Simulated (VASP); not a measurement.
# InSe (R3m) in VASP: further runs, part 2 of 2

VASP 6.6.1. The steps go on from the part before.

### Step 4. Electric field gradients, PBE (30.54 Å³/atom)

This run uses another cell than the first one, of 30.54 Å³/atom.

File INCAR:

```
SYSTEM = InSe
PREC     = Accurate       ! precision mode
ENCUT    = 520            ! plane-wave cutoff, eV
EDIFF    = 1E-8           ! SCF threshold, eV
ISMEAR   = -1             ! smearing method
SIGMA    = 0.01           ! smearing width, eV
LREAL    = .False.        ! projectors in reciprocal space
LASPH    = .True.         ! aspherical terms in the spheres
NELM     = 100            ! most SCF steps
ALGO     = Normal         ! electronic algorithm
ISIF     = 2              ! what is computed and relaxed
LWAVE    = .False.        ! write WAVECAR
LCHARG   = .False.        ! write CHGCAR
GGA      = PE             ! functional
LEFG     = .True.       
NBANDS   = 27             ! bands
```

File KPOINTS:

```
Automatic mesh
0
Gamma
  7 7 7
  0 0 0
```

File POSCAR:

```
InSe
1.0
    2.0392252883      1.1773472692      8.4797833719
   -2.0392252883      1.1773472692      8.4797833719
    0.0000000000     -2.3546945383      8.4797833719
In Se
2 2
Direct
    0.0000000000      0.0000000000      0.0000000000
    0.1122000000      0.1122000000      0.1122000000
    0.6155000000      0.6155000000      0.6155000000
    0.8300000000      0.8300000000      0.8300000000
```

Potentials or basis: VASP PAW PBE potentials, release 64 (In_d, Se).

Run with:

```
$ cat potpaw_PBE.64/In_d/POTCAR potpaw_PBE.64/Se/POTCAR > POTCAR
$ mpirun -np 1 vasp_std > vasp.out
```

OUTCAR:

```text
SYSTEM = InSe
   PREC = Accurate
   ENCUT = 520
   EDIFF = 1E-8
   ISMEAR = -1
   LREAL = .False.
   LASPH = .True.
   NELM = 100
   ISIF = 2
   GGA = PE

 ion  position               nearest neighbor table
   1  0.000  0.000  0.000-   3 2.69   3 2.69   3 2.69   2 2.85
   2  0.112  0.112  0.112-   4 2.69   4 2.69   4 2.69   1 2.85
   3  0.615  0.615  0.615-   1 2.69   1 2.69   1 2.69
   4  0.830  0.830  0.830-   2 2.69   2 2.69   2 2.69

  LATTYP: Found a trigonal (rhomboedric) cell.
 ALAT       =     8.8006427267
 COS(alpha) =     0.8926179648

  Lattice vectors:

 A1 = (   2.0392252883,   1.1773472692,   8.4797833719)
 A2 = (  -2.0392252883,   1.1773472692,   8.4797833719)
 A3 = (   0.0000000000,  -2.3546945383,   8.4797833719)

Analysis of symmetry for initial positions (statically):
=====================================================================
 Subroutine PRICEL returns:
 Original cell was already a primitive cell.

 Routine SETGRP: Setting up the symmetry group for a
 trigonal (rhombohedral) supercell.

 Subroutine GETGRP returns: Found  6 space group operations
 (whereof  6 operations were pure point group operations)
 out of a pool of 12 trial point group operations.

The static configuration has the point symmetry C_3v.

Analysis of symmetry for dynamics (positions and initial velocities):
=====================================================================
 Subroutine PRICEL returns:
 Original cell was already a primitive cell.

 Routine SETGRP: Setting up the symmetry group for a
 trigonal (rhombohedral) supercell.
[... 167 lines left out ...]
      2     -10.8483      2.00000
      3     -10.8483      2.00000
      4     -10.7814      2.00000
      5     -10.7814      2.00000
      6     -10.7699      2.00000
[... 709 lines left out ...]
     26      10.2945      0.00000
     27      10.5768      0.00000

 [... further k-points ...]
[... 5 lines left out ...]
  --------------------------------------------------------------------------------------
  -------------------------------------------------------------------------------------
  Total        0.1142492      0.1142492     -0.2710679      0.0000000     -0.0000000      0.0000000
  in kB        1.4985046      1.4985046     -3.5553545      0.0000000     -0.0000000      0.0000000
  external PRESSURE =      -0.1861151 kB  Pullay stress =       0.0000000 kB

 VOLUME and BASIS-vectors are now :
 -----------------------------------------------------------------------------
  energy-cutoff  :      520.00
  volume of cell :      122.15
      direct lattice vectors                 reciprocal lattice vectors
     2.039225288  1.177347269  8.479783372     0.245191153  0.141561178  0.039309180
    -2.039225288  1.177347269  8.479783372    -0.245191153  0.141561178  0.039309180
     0.000000000 -2.354694538  8.479783372     0.000000000 -0.283122357  0.039309180

 POSITION                                       TOTAL-FORCE (eV/Angst)
 -----------------------------------------------------------------------------------
      0.00000      0.00000      0.00000         0.000000      0.000000      0.013350
      0.00000      0.00000      2.85430         0.000000     -0.000000     -0.012944
      0.00000      0.00000     15.65792         0.000000      0.000000      0.226292
      0.00000      0.00000     21.11466         0.000000     -0.000000     -0.226699
 -----------------------------------------------------------------------------------
    total drift:                               -0.000000     -0.000000      0.000704

  FREE ENERGIE OF THE ION-ELECTRON SYSTEM (eV)
  ---------------------------------------------------
  free  energy   TOTEN  =       -14.1830873520 eV

  energy  without entropy=      -14.1830873520  energy(sigma->0) =      -14.18308735

 Electric field gradients (V/A^2)
---------------------------------------------------------------------
 ion       V_xx      V_yy      V_zz      V_xy      V_xz      V_yz
---------------------------------------------------------------------
   1      48.292    48.292   -96.585    -0.000     0.000    -0.000
   2      48.455    48.455   -96.909    -0.000     0.000    -0.000
   3      28.288    28.288   -56.577     0.000     0.000    -0.000
   4      30.046    30.046   -60.092     0.000     0.000    -0.000
---------------------------------------------------------------------

 Electric field gradients after diagonalization (V/A^2)
 (convention: |V_zz| > |V_xx| > |V_yy|)
----------------------------------------------------------------------
 ion       V_xx      V_yy      V_zz     asymmetry (V_yy - V_xx)/ V_zz
----------------------------------------------------------------------
   1      48.292    48.292   -96.585       0.000
   2      48.455    48.455   -96.909       0.000
   3      28.288    28.288   -56.577       0.000
   4      30.046    30.046   -60.092       0.000
----------------------------------------------------------------------

           NMR quadrupolar parameters

 Cq : quadrupolar parameter    Cq=e*Q*V_zz/h
 eta: asymmetry parameters     (V_yy - V_xx)/ V_zz
 Q  : nuclear electric quadrupole moment in mb (millibarn)
----------------------------------------------------------------------
 ion       Cq(MHz)       eta       Q (mb)
----------------------------------------------------------------------
   1      -0.234       0.000       1.000
   2      -0.234       0.000       1.000
   3      -0.137       0.000       1.000
   4      -0.145       0.000       1.000
----------------------------------------------------------------------
```

Wall time 22 min (1 thread of Intel Xeon 8259CL, shared host); peak memory 0.72 GiB.

Results:

- Free energy: -14.1831 eV
- Pressure: 0.0 GPa
- Largest force: 0.227 eV/Å
- Band gap on the k mesh: 0.60 eV (least direct gap 0.64 eV)
- Largest electric field gradient by atom: In -96.6, -96.9; Se -56.6, -60.1 V/Å²

Forces in eV/Å, atoms in the order of the input:
```
In   0.000  0.000  0.013
In   0.000  0.000 -0.013
Se   0.000  0.000  0.226
Se   0.000  0.000 -0.227
```

Electric field gradients, principal values (V/Å²):
```
atom   least  middle  greatest (by size)
1 In  48.292  48.292             -96.585
2 In  48.455  48.455             -96.909
3 Se  28.288  28.288             -56.577
4 Se  30.046  30.046             -60.092
```

Caveat: semilocal functionals underestimate gaps, and a narrow one can read as zero; without QUAD_EFG the Cq values of the log hold for a quadrupole moment of 1 mb, not for the nuclei; spin-orbit coupling is left out, which moves the levels of the heavy elements. A k mesh can miss the band edges.

### Step 5. The runs side by side

| task | cell | k mesh for the DOS | occupations for the DOS | gap on the mesh (eV) | pressure (GPa) | largest force (eV/Å) |
| --- | --- | --- | --- | --- | --- | --- |
| single point | a = 8.631 Å, angles 26.8°, 4 atoms | 11 × 11 × 11 | tetrahedron | - | - | - |
| electric field gradients | a = 8.689 Å, angles 26.8°, 4 atoms | - | - | 0.69 | 1.8 | 0.15 |
| electric field gradients | a = 8.801 Å, angles 26.8°, 4 atoms | - | - | 0.60 | 0.0 | 0.23 |

Alike in all rows: level PBE; potentials or basis VASP PAW PBE potentials, release 64 (In_d, Se); no spin polarisation; k mesh 7 × 7 × 7; cutoff (eV) 520; smearing fermi-dirac 0.01 eV.

Caveats: spin-orbit coupling is left out, which moves the levels of the heavy elements; semilocal functionals underestimate gaps, and a narrow one can read as zero (at least some runs).

Total energies depend on the potentials used, so only differences within one code and one set of settings carry meaning.
